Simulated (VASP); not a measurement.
Input of a VASP 6.6.1 run:

INCAR

```
ALGO = Normal ; EDIFF = 1E-6
ENCUT = 520 ; GGA = PE
ISIF = 2 ; ISMEAR = 0
LASPH = True ; LCHARG = False
LREAL = False ; LWAVE = False
NBANDS = 36 ; NELM = 60
PREC = Accurate ; SIGMA = 0.05
```

KPOINTS

```
k-points
0
Gamma
  8 8 2
```

File POSCAR:

```
AlN
1.0
    2.1839935596     -2.1839935596      0.0000000000
    2.1839935596      0.0000000000     -2.1839935596
    9.0998275654      8.5540475749      8.5540475749
Al N
6 6
Direct
    0.6614631933      0.6614631933      0.0624666667
   -0.0746201400     -0.0746201400      0.8958000000
    0.3142465267      0.3142465267      0.2291333333
    0.6198131933      0.6198131933      0.5624666667
   -0.0329701400     -0.0329701400      0.3958000000
    0.2725965267      0.2725965267      0.7291333333
    0.6302256933      0.6302256933      0.4374666667
    0.9774423600      0.9774423600      0.2708000000
    0.2830090267      0.2830090267      0.6041333333
    0.5885756933      0.5885756933      0.9374666667
   -0.0642076400     -0.0642076400      0.7708000000
    0.3246590267      0.3246590267      0.1041333333
```

Potentials or basis: VASP PAW PBE potentials, release 64 (Al, N).

Launch:

```console
$ cat potpaw_PBE.64/Al/POTCAR potpaw_PBE.64/N/POTCAR > POTCAR
$ mpirun -np 1 vasp_std > vasp.out
```

**Question.** What does it give for the largest force?

**Answer.** 0.932 eV/Å.

**Question.** What does it give for the band gap on the k mesh?

**Answer.** 3.07 eV (least direct gap 3.51 eV).

**Question.** Estimate the pressure.

**Answer.** 4.3 GPa.

Stress tensor (GPa, compression positive):
```
 1.60 -0.74 -0.74
-0.74  5.71  2.22
-0.74  2.22  5.71
```

Caveat: the cell stands under pressure. A k mesh can miss the band edges.
